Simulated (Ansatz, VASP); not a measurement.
# GaN in VASP and in Ansatz

Contents of INCAR:

```
PREC = Accurate
ENCUT = 600
EDIFF = 1E-6
ISMEAR = -1
SIGMA = 0.05
LREAL = F
LASPH = T
NELM = 80
ALGO = Normal
ISIF = 3
LWAVE = F
LCHARG = F
GGA = B5
ALDAX = 1.0
AGGAX = 1.0
AGGAC = 1.0
ALDAC = 0.0
IVDW = 13
VDW_S6 = 1.0
VDW_S8 = 2.34076671
VDW_A1 = 0.44488865
VDW_A2 = 4.0933009
IBRION = 2
NSW = 60
EDIFFG = -0.01
```

File KPOINTS:

```
Automatic mesh
0
Gamma
  10 10 10
```

POSCAR

```
GaN
1.0
    2.9806400000      0.0000000000      0.0000000000
   -1.4903200000      2.5813100000      0.0000000000
    0.0000000000      0.0000000000      2.6833700000
Ga N
1 1
Direct
    0.6666700000      0.3333300000      0.5000000000
    0.0000000000      0.0000000000      0.0000000000
```

input.yaml

```yaml
crystal:
  lattice:
    - [2.98064, 0.0, 0.0]
    - [-1.49032, 2.58131, 0.0]
    - [0.0, 0.0, 2.68337]
  atoms:
    - { symbol: Ga, position: [0.66667, 0.33333, 0.5] }
    - { symbol: "N", position: [0.0, 0.0, 0.0] }
hamiltonian:
  xc: blyp
  pseudopotentials: { kind: paw }
  dispersion: d4
kpoints:
  mp_grid: { grid: [10, 10, 10] }
scf:
  occupations: { method: fermi_dirac, width: 0.05 }
output:
  forces: true
  stress: true
  eigenvalues: true
relax:
  f_tol: 0.01
  max_steps: 40
  cell: { stress_tol: 0.05 }
```

Alike in both runs: task relaxation of cell and atoms; functional BLYP; dispersion D4; k mesh 10 × 10 × 10; occupations fermi-dirac, width 0.05 eV; no spin polarisation.

|  | VASP | Ansatz |
| --- | --- | --- |
| version | VASP 6.6.1 | Ansatz 0.2.0 |
| potentials or method | VASP PAW PBE potentials, release 64 (Ga_d, N) | Ansatz PAW |
| plane-wave cutoff (eV) | 600 | 420 |
| valence electrons in the cell | 18 | 18 |

|  | VASP | Ansatz | Ansatz less VASP |
| --- | --- | --- | --- |
| gap on the k mesh at the Fermi level, each at its own relaxed structure (eV) | none | none | - |
| relaxed volume (Å³/atom) | 10.06 | 10.03 | -0.032 |
| relaxed cell length with the largest relative difference (Å) | 2.953 | 2.950 | -0.0032 |

VASP's potentials were made for PBE, not for BLYP. A gap of «none» marks a metal or a gap that the smearing closes.

Noted on Ansatz's run: the plane-wave basis is chosen anew once the cell has moved, so the energies of steps on either side of that aren't comparable.
